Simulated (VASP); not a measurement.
Set up this calculation in VASP 6.6.1, as the native input.

- Task: single point
- Functional: PBE
- Potentials or basis: VASP PAW PBE potentials, release 64 (Ca_sv, Mn_pv, Bi_d)
- Cutoff: 520 eV
- k mesh: 2 × 2 × 1
- Occupations: gaussian, width 0.1 eV
- Spin: collinear spin, ferromagnetic start
- Starting moments: [0.0, 4.58, 4.58, 0.0, 0.0] μB
- Dipole correction: no
- Further INCAR settings: ALGO = Normal; EDIFF = 1e-06; NBANDS = 45

The structure of CaMn2Bi2 lies in POSCAR:

```
CaMn2Bi2
1.0
    4.6263818529      0.0000000000      0.0000000000
   -2.3131909265      4.0065642122      0.0000000000
    0.0000000000      0.0000000000      7.7287920000
Ca Mn Bi
1 2 2
Direct
    0.0000000000      0.0000000000      0.0000000000
    0.6666666667      0.3333333333      0.6207350000
    0.3333333333      0.6666666667      0.3792650000
    0.6666666667      0.3333333333      0.2488090000
    0.3333333333      0.6666666667      0.7511910000
```

These files were run (other wordings do the same):

INCAR

```
SYSTEM = CaMn2Bi2
PREC = Accurate ; ENCUT = 520
EDIFF = 1E-6 ; ISMEAR = 0
SIGMA = 0.1 ; LREAL = .False.
LASPH = .True. ; NELM = 150
ALGO = Normal ; ISIF = 2
LWAVE = .False. ; LCHARG = .False.
ISPIN = 2 ; MAGMOM = 0 4.58 4.58 0 0
LORBIT = 11 ; LMAXMIX = 4
GGA = PE ; NBANDS = 45
```

KPOINTS

```
Automatic mesh
0
Gamma
  2 2 1
  0 0 0
```

Potentials or basis: VASP PAW PBE potentials, release 64 (Ca_sv, Mn_pv, Bi_d).

Run with:

```bash
$ cat potpaw_PBE.64/Ca_sv/POTCAR potpaw_PBE.64/Mn_pv/POTCAR potpaw_PBE.64/Bi_d/POTCAR > POTCAR
$ mpirun -np 1 vasp_std > vasp.out
```

Results of the run:

- Pressure: -2.2 GPa
- Largest force: 0.168 eV/Å
- Net moment: 8.50 μB per cell
- Site moments: Ca +0.06; Mn +3.97; Bi -0.06 μB
- Valence electrons inside the program's atomic spheres: Ca 8.14; Mn 11.37; Bi 13.00

Caveat: the k points lie up to 0.81 Å⁻¹ apart.

It took 55 s on 1 thread of Intel(R) Xeon(R) Platinum 8259CL CPU @ 2.50GHz (Skylake/Cascade Lake), on a shared host, peak memory 0.33 GiB.
